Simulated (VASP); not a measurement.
Input of a VASP 6.6.1 run:

The input INCAR:

```
SYSTEM = Na
PREC     = Accurate       ! precision mode
ENCUT    = 520            ! plane-wave cutoff, eV
EDIFF    = 1E-8           ! SCF threshold, eV
ISMEAR   = -1             ! smearing method
SIGMA    = 0.05           ! smearing width, eV
LREAL    = .False.        ! projectors in reciprocal space
LASPH    = .True.         ! aspherical terms in the spheres
NELM     = 60             ! most SCF steps
ALGO     = Normal         ! electronic algorithm
ISIF     = 2              ! what is computed and relaxed
LWAVE    = .False.        ! write WAVECAR
LCHARG   = .False.        ! write CHGCAR
GGA      = PE             ! functional
LEFG     = .True.       
NBANDS   = 14             ! bands
```

Contents of KPOINTS:

```
Automatic mesh
0
Gamma
  13 13 7
  0 0 0
```

POSCAR

```
Na
1.0
    3.7670009976     -0.0565050150     -0.0565050150
   -1.9324352772      3.2905710675     -0.0206822709
   -0.0923100000     -0.0923100000      6.1540000000
Na
2
Direct
    0.3333333333      0.6666666667      0.2500000000
    0.6666666667      0.3333333333      0.7500000000
```

Potentials or basis: VASP PAW PBE potentials, release 64 (Na_pv).

Launch:

```console
$ cat potpaw_PBE.64/Na_pv/POTCAR > POTCAR
$ mpirun -np 1 vasp_std > vasp.out
```

Problem. Estimate the largest force.

Solution. 0.013 eV/Å.

Problem. Predict the band gap on the k mesh.

Solution. Zero (bands 7 and 8 overlap by 3.56 eV).

Forces in eV/Å, atoms in the order of the input:
```
Na   0.013  0.000  0.002
Na  -0.013  0.000 -0.002
```

Caveat: the cell differs from its parent crystal (equal xy, yz and zx shear strains of -3 %); without QUAD_EFG the Cq values of the log hold for a quadrupole moment of 1 mb, not for the nuclei.
